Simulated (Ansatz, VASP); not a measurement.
## CuO in VASP and in Ansatz

```xyz
4
Lattice="2.0914 -2.0704 0.1656 2.0914 2.0704 0.1656 -0.4014 0.0000 5.1383" Properties=species:S:1:pos:R:3 pbc="T T T"
Cu    1.0457    1.0352    0.0828
Cu    0.8450   -1.0352    2.6520
O     1.9911    0.0006    1.4502
O     1.7904   -0.0006    4.0194
```

Alike in both runs: functional PBE; k mesh 8 × 8 × 4; occupations gaussian, width 0.05 eV; collinear spin.

Ansatz relaxed the structure, and its values are those at the end. VASP's run is a single point on that final structure, the one shown.

|  | VASP | Ansatz |
| --- | --- | --- |
| version | VASP 6.6.1 | Ansatz 0.2.0 |
| potentials or method | VASP PAW PBE potentials, release 64 (Cu, O), cutoff 520 eV | scalar-relativistic, plane waves, PAW |
| valence electrons in the cell | 34 | 50 |

VASP gave:

* gap on the k mesh at the Fermi level (eV): none
* pressure (GPa): 0.7
* net moment per atom (μB): 0.00

Q: What did Ansatz give for the same quantities?

A: gap on the k mesh at the Fermi level (eV): none; pressure (GPa): 0.0; net moment per atom (μB): 0.00.

A gap of «none» marks a metal or a gap that the smearing closes. VASP's potentials hold 34 valence electrons a cell and Ansatz's 50, so a difference there can come from the potentials and not from the codes. Ansatz's warnings: seeded moment not kept.
